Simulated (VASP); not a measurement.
# Mn: single point with RPBE

Mn:

```xyz
1
Lattice="-1.4081 1.4081 1.4081 1.4081 -1.4081 1.4081 1.4081 1.4081 -1.4081" Properties=species:S:1:pos:R:3 pbc="T T T"
Mn    0.0000    0.0000    0.0000
```

```yaml
Program: VASP 6.6.1
Task: single point
Functional: RPBE
Potentials_or_basis: VASP PAW PBE potentials, release 64 (Mn_pv)
Cutoff: 520 eV
k_mesh: 26 × 26 × 26
Occupations: fermi-dirac, width 0.05 eV
Spin: collinear spin, ferromagnetic start
Starting_moments: "[-0.856] μB"
Dipole_correction: no
Further_INCAR_settings: ALGO = Normal; EDIFF = 1e-06; NBANDS = 16
```

```yaml
Pressure: 0.8 GPa
Net_moment: -0.92 μB per cell
Site_moments: Mn -0.93 μB
Valence_electrons_inside_the_program's_atomic_spheres: Mn 11.89
```

Levels at points of the mesh, in eV from the Fermi level:
Spin up:
```
           k point  band 2  band 3  band 4  band 5  band 6  band 7  band 8  band 9  band 10  band 11
(0.00, 0.00, 0.00)  -47.36  -47.36   -8.31   -0.96   -0.96   -0.96    1.12    1.12    23.45    23.45
(0.50, 0.00, 0.00)  -47.58  -47.36   -4.34   -2.39    0.74    1.04    1.42    2.45     9.33    17.79
(0.50, 0.50, 0.50)  -47.84  -47.84   -4.00   -4.00    2.10    2.10    2.10   10.48    10.48    10.48
```
Spin down:
```
           k point  band 5  band 6  band 7  band 8  band 9  band 10
(0.00, 0.00, 0.00)   -1.74   -1.74   -1.74   -0.08   -0.08    23.52
(0.50, 0.00, 0.00)   -3.08   -0.05    0.18    0.65    1.53     8.73
(0.50, 0.50, 0.50)   -4.79    1.20    1.20    1.20   10.34    10.34
```

It took 63 s on 1 thread of Intel(R) Xeon(R) 6975P-C (Granite Rapids) (shared host), peak memory 0.23 GiB.

Caveat: the PAW data sets were made with another functional, which shifts forces and pressure a little.
